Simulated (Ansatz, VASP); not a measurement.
One calculation of CdF2, two programs

Contents of INCAR:

```
SYSTEM = CdF2
  PREC = Accurate
  ENCUT = 700
  EDIFF = 1E-6
  ISMEAR = 0
  SIGMA = 0.05
  LREAL = .False.
  LASPH = .True.
  NELM = 120
  ALGO = Normal
  ISIF = 2
  LWAVE = .False.
  LCHARG = .True.
  GGA = PS
  LELF = .True.
  LVHAR = .True.
  NBANDS = 24
  GGA_COMPAT = .False.
```

File KPOINTS:

```
regular mesh
0
Gamma
  8 8 8
  0 0 0
```

File POSCAR:

```
CdF2
1.0
   -0.1287982779      2.6311648190      2.6311648190
    2.6311648190     -0.1287982779      2.6311648190
    2.6311648190      2.6311648190     -0.1287982779
Cd F
1 2
Direct
    0.0000000000      0.0000000000      0.0000000000
    0.2500000000      0.2500000000      0.2500000000
    0.7500000000      0.7500000000      0.7500000000
```

Input for Ansatz:

```yaml
crystal:
  lattice:
    - [-0.1287982779, 2.631164819, 2.631164819]
    - [2.631164819, -0.1287982779, 2.631164819]
    - [2.631164819, 2.631164819, -0.1287982779]
  atoms:
    - { symbol: Cd, position: [0.0, 0.0, 0.0] }
    - { symbol: F, position: [0.25, 0.25, 0.25] }
    - { symbol: F, position: [0.75, 0.75, 0.75] }
basis:
  ecutwfc: 420
kpoints:
  mp_grid: { grid: [8, 8, 8] }
hamiltonian:
  xc: pbesol
scf:
  occupations: { method: gaussian, width: 0.05 }
output:
  forces: true
  stress: true
  eigenvalues: true
```

Alike in both runs: task single point; functional PBEsol; k mesh 8 × 8 × 8; occupations gaussian, width 0.05 eV; no spin polarisation.

|  | VASP | Ansatz |
| --- | --- | --- |
| version | VASP 6.6.1 | Ansatz 0.2.0 |
| potentials or method | VASP PAW PBE potentials, release 64 (Cd_sv_GW, F), cutoff 700 eV | scalar-relativistic, plane waves, PAW |
| valence electrons in the cell | 34 | 34 |

```csv
,VASP,Ansatz,Ansatz less VASP
gap on the k mesh at the Fermi level (eV),2.96,2.97,+0.011
least direct gap on the mesh (eV),3.24,3.25,+0.010
pressure (GPa),0.2,0.5,+0.36
"traceless stress, the component that is largest in VASP (GPa)",1.56,1.49,-0.065
rms of the force components (eV/Å),0.099,0.096,-0.0036
```

VASP's potentials were made for PBE, not for PBEsol. Atom by atom the forces differ by 0.004 eV/Å (rms over components).
